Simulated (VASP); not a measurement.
# Ag (P6_3/mmc) in VASP: notebook

Runs on Ag. Level: PBEsol. Tasks: vibrations by perturbation theory.

Program: VASP 6.6.1. These are calculated values, not measurements. Logs are shortened: lines on timing, memory, paths and dates and some standing lists are left out, and cuts for length are marked.

## 1. The cell of the first run

The structure is hexagonal, space group P6_3/mmc (No. 194). The conventional cell has a = 2.845 Å, b = 2.845 Å, c = 4.668 Å, α = 90.00°, β = 90.00°, γ = 120.00°. Ag (site symmetry -6m2) has 12 Ag at 2.85 Å within 3.7 Å.

This isn't the form of Ag at room conditions, which is fcc.

## 2. Vibrations by perturbation theory, PBEsol (16.36 Å³/atom)

File INCAR:

```
ALGO = Fast
EDIFF = 1E-8
ENCUT = 520
GGA = PS
IBRION = 8
ISIF = 2
ISMEAR = -1
LASPH = T
LCHARG = F
LREAL = F
LWAVE = F
NBANDS = 18
NELM = 100
NSW = 1
PREC = Accurate
SIGMA = 0.15
```

File KPOINTS:

```
k-points
0
Gamma
  18 18 10
```

File POSCAR:

```
Ag
1.0
    2.8451019009      0.0000000000      0.0000000000
   -1.4225509504      2.4639305225      0.0000000000
    0.0000000000      0.0000000000      4.6681840113
Ag
2
Direct
    0.3333333333      0.6666666667      0.2500000000
    0.6666666667      0.3333333333      0.7500000000
```

Potentials or basis: VASP PAW PBE potentials, release 64 (Ag).

Run with:

```bash
> cat potpaw_PBE.64/Ag/POTCAR > POTCAR
> mpirun -np 1 vasp_std > vasp.out
```

OUTCAR:

```text
EDIFF = 1E-8
   ENCUT = 520
   GGA = PS
   IBRION = 8
   ISIF = 2
   ISMEAR = -1
   LASPH = T
   LREAL = F
   NELM = 100
   NSW = 1
   PREC = Accurate

 ion  position               nearest neighbor table
   1  0.333  0.667  0.250-   2 2.85   2 2.85   2 2.85   2 2.85   2 2.85   2 2.85
   2  0.667  0.333  0.750-   1 2.85   1 2.85   1 2.85   1 2.85   1 2.85   1 2.85

  LATTYP: Found a hexagonal cell.
 ALAT       =     2.8451019009
 C/A-ratio  =     1.6407791966

  Lattice vectors:

 A1 = (   2.8451019009,   0.0000000000,   0.0000000000)
 A2 = (  -1.4225509504,   2.4639305225,   0.0000000000)
 A3 = (   0.0000000000,   0.0000000000,   4.6681840113)

Analysis of symmetry for initial positions (statically):
=====================================================================
 Subroutine PRICEL returns:
 Original cell was already a primitive cell.

 Routine SETGRP: Setting up the symmetry group for a
 hexagonal supercell.

 Subroutine GETGRP returns: Found 24 space group operations
 (whereof 12 operations were pure point group operations)
 out of a pool of 24 trial point group operations.

The static configuration has the point symmetry D_3d.
 The point group associated with its full space group is D_6h.

Analysis of symmetry for dynamics (positions and initial velocities):
=====================================================================
 Subroutine PRICEL returns:
 Original cell was already a primitive cell.

 Routine SETGRP: Setting up the symmetry group for a
 hexagonal supercell.

 Subroutine GETGRP returns: Found 24 space group operations
 (whereof 12 operations were pure point group operations)
 out of a pool of 24 trial point group operations.

The dynamic configuration has the point symmetry D_3d.
 The point group associated with its full space group is D_6h.

 Subroutine INISYM returns: Found 24 space group operations
 (whereof 12 operations are pure point group operations),
 and found     1 'primitive' translations

[... 672 lines left out ...]
      direct lattice vectors                 reciprocal lattice vectors
     2.845101901  0.000000000  0.000000000     0.351481260  0.202927800  0.000000000
    -1.422550950  2.463930523  0.000000000     0.000000000  0.405855600  0.000000000
     0.000000000  0.000000000  4.668184011     0.000000000  0.000000000  0.214216063

 POSITION                                       TOTAL-FORCE (eV/Angst)
 -----------------------------------------------------------------------------------
     -0.00000      1.64262      1.16705         0.000000      0.000000      0.000000
      1.42255      0.82131      3.50114        -0.000000     -0.000000      0.000000
 -----------------------------------------------------------------------------------
    total drift:                               -0.000000      0.000000     -0.000000

  FREE ENERGIE OF THE ION-ELECTRON SYSTEM (eV)
  ---------------------------------------------------
  free  energy   TOTEN  =        -6.6226938944 eV

  energy  without entropy=       -6.5807628360  energy(sigma->0) =       -6.60172837

[... ionic steps 2 to 3 ...]

--------------------------------------- Ionic step        4  -------------------------------------------

------------------------ aborting loop because EDIFF is reached ----------------------------------------

[... ionic steps 5 to 5 ...]

--------------------------------------- Ionic step        6  -------------------------------------------

 Free energy of the ion-electron system (eV)
  ---------------------------------------------------
  ---------------------------------------------------
  free energy    TOTEN  =        -0.31460164 eV

  energy without entropy =       -0.31460164

------------------------ aborting loop because EDIFF is reached ----------------------------------------

 INTERNAL STRAIN TENSOR  FOR ION    1  DIRECTION 3   (eV/Angst):
 -----------------------------------------------------------------------------
     0.00430  0.00000  0.00000
     0.00000  0.00430  0.00000
     0.00000 -0.00000 -0.00185

 INTERNAL STRAIN TENSOR FOR ION    2 for displacements in x,y,z  (eV/Angst):
          X           Y           Z          XY          YZ          ZX
  --------------------------------------------------------------------------------
  x     0.00000    -0.00000     0.00000     1.36077     0.00000     0.00000
  y     1.36077    -1.36077     0.00000    -0.00000     0.00000     0.00000
  z    -0.00000     0.00000     0.00000     0.00000    -0.00000     0.00000

 SECOND DERIVATIVES (NOT SYMMETRIZED)
 ------------------------------------
               1X          1Y          1Z          2X          2Y          2Z
  1X    -1.077243   -0.000000    0.000000    1.077243    0.000000    0.000000
  1Y    -0.000000   -1.077243    0.000000    0.000000    1.077243    0.000000
  1Z     0.000000    0.000000   -6.757738    0.000000    0.000000    6.757738
  2X     1.077243    0.000000    0.000000   -1.077243   -0.000000    0.000000
  2Y     0.000000    1.077243    0.000000   -0.000000   -1.077243    0.000000
  2Z     0.000000    0.000000    6.757738    0.000000    0.000000   -6.757738

 Eigenvectors and eigenvalues of the dynamical matrix
 ----------------------------------------------------

   1 f  =    5.533757 THz    34.769622 2PiTHz  184.586272 cm-1    22.885771 meV
             X         Y         Z           dx          dy          dz
     -0.000000  1.642620  1.167046     0.000000    0.000000    0.707107
      1.422551  0.821310  3.501138     0.000000   -0.000000   -0.707107
[... 16 lines left out ...]
   5 f  =    0.000000 THz     0.000000 2PiTHz    0.000000 cm-1     0.000000 meV
             X         Y         Z           dx          dy          dz
     -0.000000  1.642620  1.167046     0.700199    0.079887    0.057792
      1.422551  0.821310  3.501138     0.700199    0.079887    0.057792

   6 f/i=    0.000000 THz     0.000000 2PiTHz    0.000001 cm-1     0.000000 meV
             X         Y         Z           dx          dy          dz
     -0.000000  1.642620  1.167046     0.094924   -0.658268   -0.240151
      1.422551  0.821310  3.501138     0.094924   -0.658268   -0.240151

--------------------------------------------------------------------------------------------------------

 ELASTIC MODULI CONTR FROM IONIC RELAXATION (kBar)
 Direction    XX          YY          ZZ          XY          YZ          ZX
 --------------------------------------------------------------------------------
 XX         -84.1570     84.1570     -0.0000     -0.0000     -0.0000      0.0000
 YY          84.1570    -84.1570      0.0000     -0.0000      0.0000     -0.0000
 ZZ          -0.0000      0.0000     -0.0000      0.0000      0.0000     -0.0000
 XY          -0.0000     -0.0000      0.0000    -84.1570      0.0000     -0.0000
 YZ          -0.0000      0.0000      0.0000      0.0000     -0.0000      0.0000
 ZX           0.0000     -0.0000     -0.0000     -0.0000      0.0000     -0.0000
 --------------------------------------------------------------------------------
```

OSZICAR:

```text
N       E                     dE             d eps       ncg     rms          rms(c)
DAV:   1     0.126315376782E+03    0.12632E+03   -0.11735E+04  8000   0.123E+03
DAV:   2    -0.520370793125E+01   -0.13152E+03   -0.12519E+03  8302   0.273E+02
DAV:   3    -0.734265245660E+01   -0.21389E+01   -0.21311E+01  9182   0.391E+01
DAV:   4    -0.734900146333E+01   -0.63490E-02   -0.63484E-02  8848   0.209E+00
[... 37 lines left out ...]
RMM:   6    -0.314618254172E+00    0.61666E-05    0.16685E-08 20694   0.315E-03    0.676E-04
RMM:   7    -0.314606373800E+00    0.11880E-04    0.38769E-07 21105   0.955E-04    0.238E-04
RMM:   8    -0.314602207501E+00    0.41663E-05   -0.41877E-08 20640   0.363E-04    0.234E-05
RMM:   9    -0.314601649979E+00    0.55752E-06   -0.25215E-08 21538   0.664E-05    0.560E-06
RMM:  10    -0.314601643867E+00    0.61119E-08   -0.27393E-08 21263   0.216E-05    0.222E-06
 Linear response finished
```

Run time: 16 min. Hardware: 1 thread of Intel Xeon 8259CL, shared host; peak memory 1.1 GiB.

Results:

* Highest phonon frequency at Γ: 185 cm⁻¹

Phonon frequencies in cm⁻¹ (negative: imaginary):
```tsv
q point	frequencies
(0.000, 0.000, 0.000)	0 0 0 74 74 185
```

Caveat: the cell stands under pressure or tension, which shifts response properties; the PAW data sets were made with another functional, which shifts forces and pressure a little.

(Part 1 of 2 ends here.)
